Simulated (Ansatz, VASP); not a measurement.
## One calculation of Ge, two programs

The input INCAR:

```
SYSTEM = Ge
ALGO = Normal
EDIFF = 1E-6
ENCUT = 520
GGA = PE
ISIF = 2
ISMEAR = 0
LASPH = .True.
LCHARG = .False.
LREAL = .False.
LWAVE = .False.
NBANDS = 21
NELM = 80
PREC = Accurate
SIGMA = 0.15
```

File KPOINTS:

```
k-points
0
Gamma
  14 14 14
  0 0 0
```

The input POSCAR:

```
Ge
1.0
    0.0000000000      2.8588403421      2.6904546459
    2.8588403421      0.0000000000      2.6904546459
    2.8588403421      2.8588403421      0.0000000000
Ge
2
Direct
    0.5000000000      0.5000000000      0.5000000000
    0.7500000000      0.7500000000      0.7500000000
```

Input for Ansatz:

```yaml
crystal:
  lattice:
    - [0.0, 2.8588403421, 2.6904546459]
    - [2.8588403421, 0.0, 2.6904546459]
    - [2.8588403421, 2.8588403421, 0.0]
  atoms:
    - { symbol: Ge, position: [0.5, 0.5, 0.5] }
    - { symbol: Ge, position: [0.75, 0.75, 0.75] }
basis:
  ecutwfc: 420
kpoints:
  mp_grid: { grid: [14, 14, 14] }
hamiltonian:
  xc: pbe
scf:
  occupations: { method: gaussian, width: 0.15 }
output:
  forces: true
  stress: true
  eigenvalues: true
```

Alike in both runs: task single point; functional PBE; k mesh 14 × 14 × 14; occupations gaussian, width 0.15 eV; no spin polarisation.

```csv
,VASP,Ansatz
version,VASP 6.6.1,Ansatz 0.2.0
potentials or method,"VASP PAW PBE potentials, release 64 (Ge_d), cutoff 520 eV","scalar-relativistic, plane waves, PAW"
valence electrons in the cell,28,28
```

```csv
,VASP,Ansatz,Ansatz less VASP
gap on the k mesh at the Fermi level (eV),none,none,-
pressure (GPa),5.9,6.0,+0.07
"traceless stress, the component that is largest in VASP (GPa)",2.54,2.53,-0.007
```

A gap of «none» marks a metal or a gap that the smearing closes. The functional is the same, so the differences come from potentials, cutoffs and numerics.
